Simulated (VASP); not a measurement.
A run of VASP 6.6.1 is set up as follows.

Contents of INCAR:

```
PREC = Accurate
ENCUT = 520
EDIFF = 1E-6
ISMEAR = 0
SIGMA = 0.1
LREAL = False
LASPH = True
NELM = 80
ALGO = Normal
ISIF = 2
LWAVE = False
LCHARG = True
GGA = PS
LELF = True
LVHAR = True
NBANDS = 16
```

Contents of KPOINTS:

```
Automatic mesh
0
Gamma
  12 12 7
```

POSCAR

```
IrOs
1.0
    2.8321854026      0.0000000000      0.0000000000
   -1.4160932175      2.4527450392      0.0000000000
    0.0000000000      0.0000000000      4.5016528067
Os Ir
1 1
Direct
    0.3333333333      0.6666666667      0.0000000000
    0.6666666667      0.3333333333      0.5000000000
```

Potentials or basis: VASP PAW PBE potentials, release 64 (Os, Ir).

Launch:

```bash
$ cat potpaw_PBE.64/Os/POTCAR potpaw_PBE.64/Ir/POTCAR > POTCAR
$ mpirun -np 1 vasp_std > vasp.out
```

Q: Predict the pressure.

A: -34.8 GPa.

Stress tensor (GPa, compression positive):
```
-35.12   0.00   0.00
  0.00 -35.12   0.00
  0.00   0.00 -34.29
```

Caveat: the PAW data sets were made with another functional, which shifts forces and pressure a little.
